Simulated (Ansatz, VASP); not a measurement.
## One calculation of Na, two programs

```
Na
1.0
     3.63700    0.00000    0.00000
    -1.81850    3.14973    0.00000
     0.00000    0.00000    5.94162
Na
2
Direct
  0.33333 0.66667 0.25000
  0.66667 0.33333 0.75000
```

Alike in both runs: task single point; functional PBE; k mesh 12 × 12 × 6; occupations gaussian, width 0.05 eV; no spin polarisation.

|  | VASP | Ansatz |
| --- | --- | --- |
| version | VASP 6.6.1 | Ansatz 0.2.0 |
| potentials or method | VASP PAW PBE potentials, release 64 (Na_pv), cutoff 520 eV | scalar-relativistic, plane waves, PAW |
| valence electrons in the cell | 14 | 18 |

VASP gave:

```
gap on the k mesh at the Fermi level (eV)                     : none
pressure (GPa)                                                : 0.7
traceless stress, the component that is largest in VASP (GPa) : 0.08
```

Question: What did Ansatz give for the same quantities?

Answer: gap on the k mesh at the Fermi level (eV): none; pressure (GPa): 0.8; traceless stress, the component that is largest in VASP (GPa): 0.09.

A gap of «none» marks a metal or a gap that the smearing closes. VASP's potentials hold 14 valence electrons a cell and Ansatz's 18, so a difference there can come from the potentials and not from the codes.
